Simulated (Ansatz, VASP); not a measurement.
## One calculation of SnSe, two programs

File INCAR:

```
PREC     = Accurate       # precision mode
ENCUT    = 520            # plane-wave cutoff, eV
EDIFF    = 1E-6           # SCF threshold, eV
ISMEAR   = 0              # smearing method
SIGMA    = 0.05           # smearing width, eV
LREAL    = False          # projectors in reciprocal space
LASPH    = True           # aspherical terms in the spheres
NELM     = 60             # most SCF steps
ALGO     = Normal         # electronic algorithm
ISIF     = 2              # what is computed and relaxed
LWAVE    = False          # write WAVECAR
LCHARG   = False          # write CHGCAR
NBANDS   = 28             # bands
```

File KPOINTS:

```
Automatic mesh
0
Gamma
  6 6 4
```

File POSCAR:

```
SnSe
1.0
    4.2853274191      0.0000000000      0.0000000000
    0.0000000000      4.2853274191      0.0000000000
    0.0000000000      0.0000000000     10.9906921300
Sn Se
2 2
Direct
    0.5000000000      0.0000000000      0.3722291100
    0.0000000000      0.5000000000      0.6277708900
    0.5296743146      0.0296743146      0.6153432475
    0.0000000000      0.5000000000      0.3839605100
```

Input for Ansatz:

```yaml
crystal:
  lattice:
    - [4.2853274191, 0.0, 0.0]
    - [0.0, 4.2853274191, 0.0]
    - [0.0, 0.0, 10.99069213]
  atoms:
    - { symbol: Sn, position: [0.5, 0.0, 0.37222911] }
    - { symbol: Sn, position: [0.0, 0.5, 0.62777089] }
    - { symbol: Se, position: [0.5296743146, 0.0296743146, 0.6153432475] }
    - { symbol: Se, position: [0.0, 0.5, 0.38396051] }
basis:
  ecutwfc: 420
kpoints:
  mp_grid: { grid: [6, 6, 4] }
hamiltonian:
  xc: lda
scf:
  occupations: { method: gaussian, width: 0.05 }
output:
  forces: true
  stress: true
  eigenvalues: true
  write_density: true
  write_potential: true
  elf: true
  volumetric_format: npy
```

Alike in both runs: task single point; functional LDA; k mesh 6 × 6 × 4; occupations gaussian, width 0.05 eV; no spin polarisation.

|  | VASP | Ansatz |
| --- | --- | --- |
| version | VASP 6.6.1 | Ansatz 0.2.0 |
| potentials or method | VASP PAW LDA potentials, release 64 (Sn_d, Se), cutoff 520 eV | scalar-relativistic, plane waves, PAW |
| valence electrons in the cell | 40 | 60 |

|  | VASP | Ansatz | Ansatz less VASP |
| --- | --- | --- | --- |
| gap on the k mesh at the Fermi level (eV) | 1.47 | 1.48 | +0.013 |
| least direct gap on the mesh (eV) | 1.47 | 1.48 | +0.013 |
| rms of the force components (eV/Å) | 0.130 | 0.135 | +0.0045 |

LDA's correlation is that of Perdew and Zunger in VASP and of Perdew and Wang (1992) in Ansatz. Atom by atom the forces differ by 0.013 eV/Å (rms over components). VASP's potentials hold 40 valence electrons a cell and Ansatz's 60, so a difference there can come from the potentials and not from the codes.
